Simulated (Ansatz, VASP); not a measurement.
Ag: VASP beside Ansatz

```
CELL_PARAMETERS angstrom
0.00000 2.12482 1.96138
2.12482 0.00000 1.96138
2.12482 2.12482 0.00000
ATOMIC_POSITIONS crystal
Ag 0.00000 0.00000 0.00000
```

Change from the starting cell: strain +0.040 along x and y, -0.040 along z, atoms carried along.

Alike in both runs: task single point; functional r2SCAN; k mesh 20 × 20 × 20; occupations gaussian, width 0.15 eV; no spin polarisation.

```csv
,VASP,Ansatz
version,VASP 6.6.1,Ansatz 0.2.0
potentials or method,"VASP PAW PBE potentials, release 64 (Ag), cutoff 520 eV","scalar-relativistic, plane waves, PAW"
valence electrons in the cell,11,19
```

|  | VASP | Ansatz | Ansatz less VASP |
| --- | --- | --- | --- |
| gap on the k mesh at the Fermi level (eV) | none | none | - |
| pressure (GPa) | -2.1 | -2.2 | -0.10 |
| traceless stress, the component that is largest in VASP (GPa) | 1.34 | 1.32 | -0.026 |

VASP's potentials were made for PBE, not for r2SCAN. A gap of «none» marks a metal or a gap that the smearing closes. VASP's potentials hold 11 valence electrons a cell and Ansatz's 19, so a difference there can come from the potentials and not from the codes.
